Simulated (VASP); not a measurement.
**HfZr2Te6: single point with PBE**

Crystal: HfZr2Te6.

```
Zr Hf Te
1.0
     6.89442    0.00000    0.00000
    -3.44721    5.97074    0.00000
     0.00000    0.00000    7.11338
Zr Hf Te
2 1 6
Direct
  0.33333 0.66667 0.00000
  0.66667 0.33333 0.00000
  0.00000 0.00000 0.00000
  0.66874 0.00000 0.74895
  0.33126 0.33126 0.74895
  0.00000 0.66874 0.74895
  0.33126 0.00000 0.25105
  0.00000 0.33126 0.25105
  0.66874 0.66874 0.25105
```

| Property | Result |
| --- | --- |
| Program | VASP 6.6.1 |
| Task | single point |
| Functional | PBE |
| Potentials or basis | VASP PAW PBE potentials, release 64 (Zr_sv, Hf_pv, Te) |
| Cutoff | 520 eV |
| k mesh | 6 × 6 × 4 |
| Occupations | gaussian, width 0.2 eV |
| Spin | no spin polarisation |

```
Pressure               : 0.0 GPa
Largest force          : 0.027 eV/Å
Band gap on the k mesh : zero (bands 35 and 36 overlap by 0.59 eV)
```

Forces on the atoms (eV/Å):
```
Zr   0.000  0.000  0.000
Zr   0.000  0.000  0.000
Hf   0.000  0.000  0.000
Te   0.021  0.000 -0.018
Te  -0.010 -0.018 -0.018
Te  -0.010  0.018 -0.018
Te  -0.021  0.000  0.018
Te   0.010 -0.018  0.018
Te   0.010  0.018  0.018
```

Stress tensor (GPa, compression positive):
```
-0.09  0.00  0.00
 0.00 -0.09  0.00
 0.00  0.00  0.05
```

Levels at points of the mesh, in eV from the Fermi level:
```csv
k point,band 32,band 33,band 34,band 35,band 36,band 37,band 38,band 39
"(0.00, 0.00, 0.00)",-2.00,-0.21,0.46,0.46,0.69,0.79,0.79,1.44
"(0.50, 0.00, 0.00)",-1.63,-1.05,-0.81,-0.76,0.10,0.73,0.88,1.55
"(0.00, 0.00, 0.50)",-1.94,-1.94,0.32,0.32,0.77,0.77,1.18,1.45
"(0.50, 0.00, 0.50)",-1.26,-1.18,-1.16,-0.80,-0.13,0.96,1.12,1.22
```

Wall time 3.7 min on 1 thread of Intel(R) Xeon(R) Platinum 8481C CPU @ 2.70GHz (Sapphire Rapids) (shared host), peak memory 0.58 GiB.

Caveat: spin-orbit coupling is left out, which moves the levels of the heavy elements; this functional lacks dispersion, which binds the layers, so the pressure and a relaxed spacing across them are unreliable.
